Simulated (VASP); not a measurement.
ZnS:

```
CELL_PARAMETERS angstrom
0.00000 2.70200 2.70200
2.70200 0.00000 2.70200
2.70200 2.70200 0.00000
ATOMIC_POSITIONS crystal
Zn 0.25000 0.25000 0.25000
S 0.00000 0.00000 0.00000
```

Base run:

* Program: VASP 6.6.1
* Functional: PBEsol
* Potentials or basis: VASP PAW PBE potentials, release 64 (Zn, S)
* Cutoff: 500 eV
* k mesh: 9 × 9 × 9
* Occupations: gaussian, width 0.1 eV
* Spin: no spin polarisation

Its results: band gap on the k mesh 1.98 eV; pressure -1.8 GPa.

Task: The run is repeated on the same cell with these changes: functional from PBEsol to PBE-based screened hybrid with 25 % exact exchange; cutoff from 500 eV to 400 eV; k mesh from 9 × 9 × 9 to 6 × 6 × 6. What comes out?

Result: Band gap on the k mesh 3.12 eV; pressure 0.8 GPa.

Several settings changed at once.

Caveats: the PAW data sets were made with another functional, which shifts forces and pressure a little.

